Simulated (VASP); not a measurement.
## Pt: single point with RPBE+D3(BJ)

Crystal: Pt.

```
CELL_PARAMETERS angstrom
0.00000 1.89130 1.89130
1.89130 0.00000 1.89130
1.89130 1.89130 0.00000
ATOMIC_POSITIONS crystal
Pt 0.00000 0.00000 0.00000
```

| Property | Result |
| --- | --- |
| Program | VASP 6.6.1 |
| Task | single point |
| Functional | RPBE |
| Dispersion | D3(BJ) |
| Potentials or basis | VASP PAW PBE potentials, release 64 (Pt) |
| Cutoff | 520 eV |
| k mesh | 12 × 12 × 12 |
| Occupations | fermi-dirac, width 0.05 eV |
| Spin | no spin polarisation |

```yaml
Pressure: -0.6 GPa
Band_gap_on_the_k_mesh: zero (band 5 reaches 14.19 eV, above the bottom of band 6 at 11.48 eV)
Dispersion_energy_per_atom: -4.841 eV
```

Levels at points of the mesh, in eV from the Fermi level:
```
           k point  band 1  band 2  band 3  band 4  band 5  band 6  band 7  band 8  band 9  band 10
(0.00, 0.00, 0.00)  -11.50   -4.53   -4.53   -4.53   -1.96   -1.96   14.19   19.81   19.81    19.81
(0.50, 0.00, 0.00)   -8.56   -4.63   -4.63   -0.93    0.05    0.05    6.75   13.81   19.67    19.67
(0.50, 0.50, 0.00)   -8.40   -7.87    0.00    0.60    0.60    1.57   10.17   11.72   11.72    21.49
```

Wall time 7 s on 1 thread of Intel Xeon 6975P-C, with other jobs on the host, peak memory 0.14 GiB.

Caveat: the PAW data sets were made with another functional, which shifts forces and pressure a little; spin-orbit coupling is left out, which moves the levels of the heavy elements; pairwise dispersion overbinds metals, which lowers pressure and volume.
